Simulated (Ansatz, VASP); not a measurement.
**Ta: VASP beside Ansatz**

The input POSCAR:

```
Ta
1.0
   -1.6512800000      1.6512800000      1.6512800000
    1.6512800000     -1.6512800000      1.6512800000
    1.6512800000      1.6512800000     -1.6512800000
Ta
1
Direct
    0.0000000000      0.0000000000      0.0000000000
```

INCAR.step1

```
SYSTEM = Ta
PREC     = Accurate       ! precision mode
ENCUT    = 600            ! plane-wave cutoff, eV
EDIFF    = 1E-5           ! SCF threshold, eV
ISMEAR   = -1             ! smearing method
SIGMA    = 0.05           ! smearing width, eV
LREAL    = .False.        ! projectors in reciprocal space
LASPH    = .True.         ! aspherical terms in the spheres
NELM     = 60             ! most SCF steps
ALGO     = Normal         ! electronic algorithm
LWAVE    = .True.         ! write WAVECAR
LCHARG   = .False.        ! write CHGCAR
GGA      = PE             ! functional
NBANDS   = 12             ! bands
```

The input INCAR.step2:

```
SYSTEM = Ta
PREC     = Accurate       ! precision mode
ENCUT    = 600            ! plane-wave cutoff, eV
EDIFF    = 1E-7           ! SCF threshold, eV
ISMEAR   = -1             ! smearing method
SIGMA    = 0.05           ! smearing width, eV
LREAL    = .False.        ! projectors in reciprocal space
LASPH    = .True.         ! aspherical terms in the spheres
NELM     = 60             ! most SCF steps
ALGO     = Normal         ! electronic algorithm
ISIF     = 3              ! what is computed and relaxed
LWAVE    = .False.        ! write WAVECAR
LCHARG   = .False.        ! write CHGCAR
GGA      = PS             ! functional
LHFCALC  = .True.         ! exact exchange
AEXX     = 0.25           ! exact-exchange fraction
HFSCREEN = 0.207          ! screening, 1/A
PRECFOCK = Normal       
IBRION   = 2              ! ionic algorithm
NSW      = 60             ! ionic steps
EDIFFG   = -0.01          ! ionic threshold
ISTART   = 1
```

The input KPOINTS:

```
Automatic mesh
0
Gamma
  6 6 6
  0 0 0
```

input.yaml

```yaml
crystal:
  lattice:
    - [-1.65128, 1.65128, 1.65128]
    - [1.65128, -1.65128, 1.65128]
    - [1.65128, 1.65128, -1.65128]
  atoms:
    - { symbol: Ta, position: [0.0, 0.0, 0.0] }
hamiltonian:
  xc:
    exchange: hjs_pbesol
    correlation: pbesol
    exx: { coeff: 0.25, omega: 0.207 }
  pseudopotentials: { kind: paw }
kpoints:
  mp_grid: { grid: [6, 6, 6] }
scf:
  occupations: { method: fermi_dirac, width: 0.05 }
output:
  forces: true
  stress: true
  write_density: true
  write_potential: true
  elf: true
  volumetric_format: npy
relax:
  f_tol: 0.01
  max_steps: 40
  cell: { stress_tol: 0.05 }
```

Alike in both runs: task relaxation of cell and atoms; functional PBEsol-based screened hybrid; k mesh 6 × 6 × 6; occupations fermi-dirac, width 0.05 eV; no spin polarisation.

|  | VASP | Ansatz |
| --- | --- | --- |
| version | VASP 6.6.1 | Ansatz 0.2.0 |
| potentials or method | VASP PAW PBE potentials, release 64 (Ta_pv) | Ansatz PAW |
| plane-wave cutoff (eV) | 600 | 420 |
| valence electrons in the cell | 11 | 13 |

```csv
,VASP,Ansatz,Ansatz less VASP
"gap on the k mesh at the Fermi level, each at its own relaxed structure (eV)",none,none,-
relaxed volume (Å³/atom),17.90,18.02,+0.111
relaxed cell length with the largest relative difference (Å),2.855,2.860,+0.0059
```

VASP's potentials were made for PBE, not for PBEsol-based screened hybrid. A gap of «none» marks a metal or a gap that the smearing closes. VASP's potentials hold 11 valence electrons a cell and Ansatz's 13, so a difference there can come from the potentials and not from the codes.

The k mesh is coarse, so the values compare programs but aren't converged. Neither program's run includes spin-orbit coupling. Noted on Ansatz's run: the plane-wave basis is chosen anew once the cell has moved, so the energies of steps on either side of that aren't comparable.
